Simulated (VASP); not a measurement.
# TaN (P-6m2) in VASP: settings compared

Aim: see how the results for TaN move with the level of theory and the settings. Levels: LDA, PBEsol, PBE. Tasks: electric field gradients.

All numbers are computed with VASP 6.6.1; they aren't measurements. Logs are shortened: lines on timing, memory, paths and dates and some standing lists are left out, and cuts for length are marked.

## Step 1: The cell of the first run

The structure is hexagonal, space group P-6m2 (No. 187). The conventional cell has a = 2.940 Å, b = 2.940 Å, c = 2.890 Å, α = 90.00°, β = 90.00°, γ = 120.00°. Within 2.9 Å of Ta (site symmetry -6m2) lie 6 N at 2.23 Å and 2 Ta at 2.89 Å. N (site symmetry -6m2) has 6 Ta at 2.23 Å and 2 N at 2.89 Å within 2.9 Å.

## Step 2: Electric field gradients, LDA

The input, INCAR:

```
  PREC = Accurate
  ENCUT = 520
  EDIFF = 1E-8
  ISMEAR = -1
  SIGMA = 0.05
  LREAL = False
  LASPH = True
  NELM = 80
  ALGO = Normal
  ISIF = 2
  LWAVE = False
  LCHARG = False
  GGA = CA
  LEFG = True
  NBANDS = 15
```

The input, KPOINTS:

```
Automatic mesh
0
Gamma
  13 13 11
```

The input, POSCAR:

```
TaN
1.0
    2.9399421781      0.0000000000      0.0000000000
   -1.4699710891      2.5460646119      0.0000000000
    0.0000000000      0.0000000000      2.8901750800
Ta N
1 1
Direct
    0.0000000000      0.0000000000      0.5000000000
    0.6666666667      0.3333333333      0.0000000000
```

Potentials or basis: VASP PAW LDA potentials, release 64 (Ta_pv, N).

Launch:

```bash
> cat potpaw_LDA.64/Ta_pv/POTCAR potpaw_LDA.64/N/POTCAR > POTCAR
> mpirun -np 1 vasp_std > vasp.out
```

OUTCAR:

```text
PREC = Accurate
   ENCUT = 520
   EDIFF = 1E-8
   ISMEAR = -1
   LREAL = False
   LASPH = True
   NELM = 80
   ISIF = 2
   GGA = CA

 ion  position               nearest neighbor table
   1  0.000  0.000  0.500-   2 2.23   2 2.23   2 2.23   2 2.23   2 2.23   2 2.23
   2  0.667  0.333  0.000-   1 2.23   1 2.23   1 2.23   1 2.23   1 2.23   1 2.23

  LATTYP: Found a hexagonal cell.
 ALAT       =     2.9399421781
 C/A-ratio  =     0.9830720827

  Lattice vectors:

 A1 = (   2.9399421781,   0.0000000000,   0.0000000000)
 A2 = (  -1.4699710891,   2.5460646119,   0.0000000000)
 A3 = (   0.0000000000,   0.0000000000,   2.8901750800)

Analysis of symmetry for initial positions (statically):
=====================================================================
 Subroutine PRICEL returns:
 Original cell was already a primitive cell.

 Routine SETGRP: Setting up the symmetry group for a
 hexagonal supercell.

 Subroutine GETGRP returns: Found 12 space group operations
 (whereof 12 operations were pure point group operations)
 out of a pool of 24 trial point group operations.

The static configuration has the point symmetry D_3h.

Analysis of symmetry for dynamics (positions and initial velocities):
=====================================================================
 Subroutine PRICEL returns:
 Original cell was already a primitive cell.

 Routine SETGRP: Setting up the symmetry group for a
 hexagonal supercell.

 Subroutine GETGRP returns: Found 12 space group operations
 (whereof 12 operations were pure point group operations)
 out of a pool of 24 trial point group operations.

The dynamic configuration has the point symmetry D_3h.

 Subroutine INISYM returns: Found 12 space group operations
 (whereof 12 operations are pure point group operations),
 and found     1 'primitive' translations

----------------------------------------------------------------------------------------

                                     Primitive cell

  volume of cell :      21.6338

  direct lattice vectors                    reciprocal lattice vectors
     2.939942178  0.000000000  0.000000000     0.340142744  0.196381505  0.000000000
    -1.469971089  2.546064612  0.000000000     0.000000000  0.392763010  0.000000000
     0.000000000  0.000000000  2.890175080     0.000000000  0.000000000  0.345999800

  length of vectors
     2.939942178  2.939942178  2.890175080     0.392763010  0.392763010  0.345999800

  position of ions in fractional coordinates (direct lattice)
     0.000000000  0.000000000  0.500000000
     0.666666667  0.333333333  0.000000000

  ion indices of the primitive-cell ions
   primitive index   ion index
                 1           1
                 2           2

----------------------------------------------------------------------------------------

 KPOINTS: Automatic mesh

Automatic generation of k-mesh.
 Grid dimensions read from file:
 generate k-points for:   13   13   11

 Generating k-lattice:

  Cartesian coordinates                     Fractional coordinates (reciprocal lattice)
     0.026164826  0.015106270  0.000000000     0.076923077  0.000000000  0.000000000
     0.000000000  0.030212539  0.000000000     0.000000000  0.076923077  0.000000000
     0.000000000  0.000000000  0.031454527     0.000000000  0.000000000  0.090909091

  Length of vectors
     0.030212539  0.030212539  0.031454527

  Shift w.r.t. Gamma in fractional coordinates (k-lattice)
     0.000000000  0.000000000  0.000000000

 Subroutine IBZKPT returns following result:
 ===========================================

 Found    126 irreducible k-points:

 Following reciprocal coordinates:
            Coordinates               Weight
  0.000000  0.000000  0.000000      1.000000
  0.076923  0.000000  0.000000      6.000000
  0.153846  0.000000  0.000000      6.000000
  0.230769  0.000000  0.000000      6.000000
  0.307692  0.000000  0.000000      6.000000
  0.384615  0.000000  0.000000      6.000000
[... 16 lines left out ...]
  0.076923  0.000000  0.090909     12.000000
  0.153846  0.000000  0.090909     12.000000
 [... further k-points ...]
   k-points           NKPTS =    126   k-points in BZ     NKDIM =    126   number of bands    NBANDS=     15
   number of dos      NEDOS =    301   number of ions     NIONS =      2
   total plane-waves  NPLWV =  13824
   dimension x,y,z NGX =    24 NGY =   24 NGZ =   24
   dimension x,y,z NGXF=    48 NGYF=   48 NGZF=   48
   ions per type =               1   1
   NGX,Y,Z   is equivalent  to a cutoff of  13.57, 13.57, 13.81 a.u.
   NGXF,Y,Z  is equivalent  to a cutoff of  27.14, 27.14, 27.61 a.u.
 SYSTEM =  unknown system
   PREC   = accura    normal or accurate (medium, high low for compatibility)
   ISTART =      0    job   : 0-new  1-cont  2-samecut
   ICHARG =      2    charge: 1-file 2-atom 10-const
   ISPIN  =      1    spin polarized calculation?
   LNONCOLLINEAR =      F non collinear calculations
   LSORBIT =      F    spin-orbit coupling
   LASPH  =      T    aspherical Exc in radial PAW
   ENCUT  =  520.0 eV  38.22 Ry    6.18 a.u.   5.47  5.47  5.37*2*pi/ulx,y,z
   NELM   =     80;   NELMIN=  2; NELMDL= -5     # of ELM steps
   EDIFF  = 0.1E-07   stopping-criterion for ELM
   LREAL  =      F    real-space projection
   EDIFFG = 0.1E-06   stopping-criterion for IOM
   NSW    =      0    number of steps for IOM
   IBRION =     -1    ionic relax: 0-MD 1-quasi-New 2-CG
   NFREE  =      0    steps in history (QN), initial steepest desc. (CG)
   ISIF   =      2    stress and relaxation
   ISYM   =      2    0-nonsym 1-usesym 2-fastsym
   POTIM  = 0.5000    time-step for ionic-motion
   TEBEG  =    0.0;   TEEND  =   0.0 temperature during run
   PSTRESS=    0.0 pullay stress
   NELECT =      16.0000    total number of electrons
   NUPDOWN=      -1.0000    fix difference up-down
   EMIN   =  10.00;   EMAX   =-10.00  energy-range for DOS
   EFERMI =   0.00;   METHOD = LEGACY
   ISMEAR =    -1;   SIGMA  =   0.05  broadening in eV -4-tet -1-fermi 0-gaus
   EFERMI_NEDOS =   21; number of points for ismear=-14 and -15
   IALGO  =     38    algorithm
   IMIX   =      4    mixing-type and parameters
     AMIX     =   0.40;   BMIX     =  1.00
     AMIX_MAG =   1.60;   BMIX_MAG =  1.00
  volume/ion in A,a.u.               =      10.82        73.00
  Fermi-wavevector in a.u.,A,eV,Ry     =   1.480485  2.797711 29.821741  2.191836
  Thomas-Fermi vector in A             =   2.594513
   LORBIT       =      0    0 simple, 1 ext, 2 COOP (PROOUT), +10 PAW based schemes
   GGA     = CA    functional components
   LHFCALC =     F    Hartree Fock is set to
   AEXX    =    0.0000 exact exchange contribution
   IVDW    =     0    specifies the selected vdW correction
   LEPSILON=     F    determine dielectric tensor
   LRPA    =     F    only Hartree local field effects (RPA)
 non-spin polarized calculation
  energy-cutoff  :      520.00
  volume of cell :       21.63
 maximum number of plane-waves:       611
 NGX is ok and might be reduce to    24
   NGX = 11   NGY = 11   NGZ = 11

 number of electron      16.0000002 magnetization

 Free energy of the ion-electron system (eV)
  ---------------------------------------------------
  ext. energy  EPLUGINS =         0.00000000
  ---------------------------------------------------
  free energy    TOTEN  =       -24.69481351 eV

  energy without entropy =      -24.69408898  energy(sigma->0) =      -24.69445124

 E-fermi :   8.0693     XC(G=0): -13.5624

 val. band max:        7.9939607924   @ k =   0.3077   0.3077   0.0000
 cond. band min:       8.0795289855   @ k =   0.0000   0.0000   0.2727
 fundamental gap:      0.0855681932
 Fermi energy:         8.0692685743

 k-point     1 :       0.0000    0.0000    0.0000
  band No.  band energies     occupation
      1     -26.5824      2.00000
      2     -26.3109      2.00000
      3     -26.3109      2.00000
      4      -9.4386      2.00000
      5       3.5541      2.00000
      6       3.5541      2.00000
      7       3.8815      2.00000
      8       5.1867      2.00000
      9      10.4192      0.00000
     10      11.6188      0.00000
     11      11.6188      0.00000
     12      11.9704      0.00000
     13      11.9704      0.00000
     14      20.4336      0.00000
[... 401 lines left out ...]
      2     -26.5405      2.00000
      3     -26.3562      2.00000
      4      -8.8196      2.00000
      5       2.4705      2.00000
      6       3.5306      2.00000
      7       3.9225      2.00000
      8       5.3632      2.00000
      9      10.5112      0.00000
     10      10.6030      0.00000
     11      11.8541      0.00000
     12      12.7113      0.00000
     13      12.9952      0.00000
     14      20.4354      0.00000
     15      21.0475      0.00000

 [... further k-points ...]

------------------------ aborting loop because EDIFF is reached ----------------------------------------

  FORCE on cell =-STRESS in cart. coord.  units (eV):
  Direction    XX          YY          ZZ          XY          YZ          ZX
  --------------------------------------------------------------------------------------
  -------------------------------------------------------------------------------------
  Total       -1.3849629     -1.3849629     -1.7341786      0.0000000      0.0000000      0.0000000
  in kB     -102.5690537   -102.5690537   -128.4316458      0.0000000      0.0000000      0.0000000
  external PRESSURE =    -111.1899177 kB  Pullay stress =       0.0000000 kB

 VOLUME and BASIS-vectors are now :
 -----------------------------------------------------------------------------
  energy-cutoff  :      520.00
  volume of cell :       21.63
      direct lattice vectors                 reciprocal lattice vectors
     2.939942178  0.000000000  0.000000000     0.340142744  0.196381505  0.000000000
    -1.469971089  2.546064612  0.000000000     0.000000000  0.392763010  0.000000000
     0.000000000  0.000000000  2.890175080     0.000000000  0.000000000  0.345999800

 POSITION                                       TOTAL-FORCE (eV/Angst)
 -----------------------------------------------------------------------------------
      0.00000      0.00000      1.44509         0.000000      0.000000      0.000000
      1.46997      0.84869      0.00000        -0.000000     -0.000000      0.000000
 -----------------------------------------------------------------------------------
    total drift:                               -0.000000      0.000000      0.000000

  FREE ENERGIE OF THE ION-ELECTRON SYSTEM (eV)
  ---------------------------------------------------
  free  energy   TOTEN  =       -24.6948135051 eV

  energy  without entropy=      -24.6940889815  energy(sigma->0) =      -24.69445124

 Electric field gradients (V/A^2)
---------------------------------------------------------------------
 ion       V_xx      V_yy      V_zz      V_xy      V_xz      V_yz
---------------------------------------------------------------------
   1      -9.875    -9.875    19.750     0.000    -0.000    -0.000
   2      -0.173    -0.173     0.346    -0.001     0.000    -0.000
---------------------------------------------------------------------

 Electric field gradients after diagonalization (V/A^2)
 (convention: |V_zz| > |V_xx| > |V_yy|)
----------------------------------------------------------------------
 ion       V_xx      V_yy      V_zz     asymmetry (V_yy - V_xx)/ V_zz
----------------------------------------------------------------------
   1      -9.876    -9.875    19.750       0.000
   2      -0.174    -0.172     0.346       0.004
----------------------------------------------------------------------

           NMR quadrupolar parameters

 Cq : quadrupolar parameter    Cq=e*Q*V_zz/h
 eta: asymmetry parameters     (V_yy - V_xx)/ V_zz
 Q  : nuclear electric quadrupole moment in mb (millibarn)
----------------------------------------------------------------------
 ion       Cq(MHz)       eta       Q (mb)
----------------------------------------------------------------------
   1       0.048       0.000       1.000
   2       0.001       0.004       1.000
----------------------------------------------------------------------
```

Wall time 20 s (1 thread of Intel Xeon 6975P-C, shared host); peak memory 0.16 GiB.

Results:

```
Free energy            : -24.6948 eV
Pressure               : -11.1 GPa
Band gap on the k mesh : zero (band 8 reaches 8.13 eV, above the bottom of band 9 at 7.96 eV)
```

Electric field gradients, principal values (V/Å²):
```csv
atom,least,middle,greatest (by size)
1 Ta,-9.875,-9.876,19.750
2 N,-0.172,-0.174,0.346
```

Caveat: without QUAD_EFG the Cq values of the log hold for a quadrupole moment of 1 mb, not for the nuclei; spin-orbit coupling is left out, which moves the levels of the heavy elements.

## Step 3: Electric field gradients, PBEsol

The input, INCAR:

```
PREC = Accurate
ENCUT = 520
EDIFF = 1E-8
ISMEAR = -1
SIGMA = 0.05
LREAL = False
LASPH = True
NELM = 60
ALGO = Normal
ISIF = 2
LWAVE = False
LCHARG = False
GGA = PS
LEFG = True
NBANDS = 15
```

KPOINTS is that of step 2.

POSCAR is that of step 2.

Potentials or basis: VASP PAW PBE potentials, release 64 (Ta_pv, N).

Launch:

```bash
> cat potpaw_PBE.64/Ta_pv/POTCAR potpaw_PBE.64/N/POTCAR > POTCAR
> mpirun -np 1 vasp_std > vasp.out
```

OUTCAR:

```text
PREC = Accurate
   ENCUT = 520
   EDIFF = 1E-8
   ISMEAR = -1
   LREAL = False
   LASPH = True
   NELM = 60
   ISIF = 2
   GGA = PS

 ion  position               nearest neighbor table
   1  0.000  0.000  0.500-   2 2.23   2 2.23   2 2.23   2 2.23   2 2.23   2 2.23
   2  0.667  0.333  0.000-   1 2.23   1 2.23   1 2.23   1 2.23   1 2.23   1 2.23

  LATTYP: Found a hexagonal cell.
 ALAT       =     2.9399421781
 C/A-ratio  =     0.9830720827

  Lattice vectors:

 A1 = (   2.9399421781,   0.0000000000,   0.0000000000)
 A2 = (  -1.4699710891,   2.5460646119,   0.0000000000)
 A3 = (   0.0000000000,   0.0000000000,   2.8901750800)

Analysis of symmetry for initial positions (statically):
=====================================================================
 Subroutine PRICEL returns:
 Original cell was already a primitive cell.

 Routine SETGRP: Setting up the symmetry group for a
[... 621 lines left out ...]
  energy-cutoff  :      520.00
  volume of cell :       21.63
      direct lattice vectors                 reciprocal lattice vectors
     2.939942178  0.000000000  0.000000000     0.340142744  0.196381505  0.000000000
    -1.469971089  2.546064612  0.000000000     0.000000000  0.392763010  0.000000000
     0.000000000  0.000000000  2.890175080     0.000000000  0.000000000  0.345999800

 POSITION                                       TOTAL-FORCE (eV/Angst)
 -----------------------------------------------------------------------------------
      0.00000      0.00000      1.44509        -0.000000      0.000000      0.000000
      1.46997      0.84869      0.00000         0.000000     -0.000000      0.000000
 -----------------------------------------------------------------------------------
    total drift:                               -0.000000      0.000000      0.000000

  FREE ENERGIE OF THE ION-ELECTRON SYSTEM (eV)
  ---------------------------------------------------
  free  energy   TOTEN  =       -23.8002506679 eV

  energy  without entropy=      -23.7995711726  energy(sigma->0) =      -23.79991092

 Electric field gradients (V/A^2)
---------------------------------------------------------------------
 ion       V_xx      V_yy      V_zz      V_xy      V_xz      V_yz
---------------------------------------------------------------------
   1     -10.376   -10.376    20.753     0.000    -0.000     0.000
   2      -0.368    -0.367     0.735     0.001     0.000     0.000
---------------------------------------------------------------------

 Electric field gradients after diagonalization (V/A^2)
 (convention: |V_zz| > |V_xx| > |V_yy|)
----------------------------------------------------------------------
 ion       V_xx      V_yy      V_zz     asymmetry (V_yy - V_xx)/ V_zz
----------------------------------------------------------------------
   1     -10.377   -10.376    20.753       0.000
   2      -0.369    -0.366     0.735       0.003
----------------------------------------------------------------------

           NMR quadrupolar parameters

 Cq : quadrupolar parameter    Cq=e*Q*V_zz/h
 eta: asymmetry parameters     (V_yy - V_xx)/ V_zz
 Q  : nuclear electric quadrupole moment in mb (millibarn)
----------------------------------------------------------------------
 ion       Cq(MHz)       eta       Q (mb)
----------------------------------------------------------------------
   1       0.050       0.000       1.000
   2       0.002       0.003       1.000
----------------------------------------------------------------------
```

OSZICAR:

```text
N       E                     dE             d eps       ncg     rms          rms(c)
DAV:   1     0.916064491084E+02    0.91606E+02   -0.88610E+03  3804   0.112E+03
DAV:   2    -0.231732070694E+02   -0.11478E+03   -0.10883E+03  4543   0.304E+02
DAV:   3    -0.261305573844E+02   -0.29574E+01   -0.29440E+01  4249   0.472E+01
DAV:   4    -0.261427686322E+02   -0.12211E-01   -0.12208E-01  4970   0.330E+00
DAV:   5    -0.261428362976E+02   -0.67665E-04   -0.67665E-04  4326   0.233E-01    0.236E+01
DAV:   6    -0.239128961113E+02    0.22299E+01   -0.35256E+00  4880   0.224E+01    0.101E+01
DAV:   7    -0.238368855115E+02    0.76011E-01   -0.52062E-01  4207   0.579E+00    0.688E+00
DAV:   8    -0.238071841159E+02    0.29701E-01   -0.15690E-01  4676   0.331E+00    0.143E+00
DAV:   9    -0.238003914721E+02    0.67926E-02   -0.14790E-02  4207   0.997E-01    0.193E-01
DAV:  10    -0.238003128556E+02    0.78616E-04   -0.96798E-04  4690   0.365E-01    0.900E-02
DAV:  11    -0.238002503444E+02    0.62511E-04   -0.80202E-05  4326   0.962E-02    0.114E-02
DAV:  12    -0.238002507527E+02   -0.40837E-06   -0.10135E-05  4060   0.281E-02    0.394E-03
DAV:  13    -0.238002507664E+02   -0.13619E-07   -0.28251E-08  4934   0.168E-03    0.253E-03
DAV:  14    -0.238002506763E+02    0.90058E-07   -0.19090E-08  3956   0.135E-03    0.381E-04
DAV:  15    -0.238002506679E+02    0.84390E-08   -0.13342E-09  1988   0.326E-04
   1 F= -.23800251E+02 E0= -.23799911E+02  d E =-.679495E-03
```

Wall time 21 s (1 thread of Intel Xeon 6975P-C, shared host); peak memory 0.17 GiB.

What came out:

| Item | Value |
| --- | --- |
| Free energy | -23.8003 eV |
| Pressure | -5.4 GPa |
| Band gap on the k mesh | zero (band 8 reaches 8.13 eV, above the bottom of band 9 at 7.96 eV) |

Electric field gradients, principal values (V/Å²):
```
atom    least   middle  greatest (by size)
1 Ta  -10.376  -10.377              20.753
 2 N   -0.366   -0.369               0.735
```

Caveat: without QUAD_EFG the Cq values of the log hold for a quadrupole moment of 1 mb, not for the nuclei; the PAW data sets were made with another functional, which shifts forces and pressure a little; spin-orbit coupling is left out, which moves the levels of the heavy elements.

(Part 1 of 2 ends here.)
